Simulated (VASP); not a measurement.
**Li3Tl2Cd: single point with LDA**

Li3Tl2Cd:

```
Li Tl Cd
1.0
     3.34506    0.00000    0.00000
     0.00000    3.34506    0.00000
     0.00000    0.00000   10.22991
Li Tl Cd
3 2 1
Direct
  0.00000 0.00000 0.83907
  0.00000 0.00000 0.16093
  0.00000 0.00000 0.50000
  0.50000 0.50000 0.32482
  0.50000 0.50000 0.67518
  0.50000 0.50000 0.00000
```

```json
{
 "Program": "VASP 6.6.1",
 "Task": "single point",
 "Functional": "LDA",
 "Potentials or basis": "VASP PAW LDA potentials, release 64 (Li_sv, Tl_d, Cd)",
 "Cutoff": "520 eV",
 "k mesh": "10 × 10 × 4",
 "Occupations": "methfessel-paxton, width 0.1 eV",
 "Spin": "no spin polarisation",
 "Dipole correction": "no",
 "Further INCAR settings": "ALGO = Normal; EDIFF = 1e-06; NBANDS = 32"
}
```

* Largest force: 0.116 eV/Å
* Band gap on the k mesh: zero (an odd number of electrons rules out a gap without spin polarisation)

Forces in eV/Å, atoms in the order of the input:
```
Li   0.000  0.000  0.055
Li   0.000  0.000 -0.055
Li   0.000  0.000  0.000
Tl   0.000  0.000  0.116
Tl   0.000  0.000 -0.116
Cd   0.000  0.000  0.000
```

Levels at points of the mesh, in eV from the Fermi level:
```csv
k point,band 21,band 22,band 23,band 24,band 25,band 26,band 27,band 28
"(0.00, 0.00, 0.00)",-5.89,-1.39,-1.27,3.99,4.29,4.29,5.75,5.75
"(0.50, 0.00, 0.00)",-3.35,-3.08,-2.44,-1.51,0.49,0.87,4.42,4.77
"(0.50, 0.50, 0.00)",-1.64,-1.64,-0.27,-0.27,-0.02,0.65,0.65,3.60
"(0.00, 0.00, 0.50)",-5.46,-3.03,1.31,2.11,4.61,4.61,4.93,4.93
"(0.50, 0.00, 0.50)",-2.95,-2.66,-2.54,-1.66,-1.39,3.84,4.11,4.32
"(0.50, 0.50, 0.50)",-1.33,-1.33,-1.01,-1.01,0.78,1.41,1.47,1.47
```

It took 6.2 min on 1 thread of AMD EPYC 7R13, on a shared host, peak memory 0.31 GiB.

Caveat: spin-orbit coupling is left out, which moves the levels of the heavy elements.
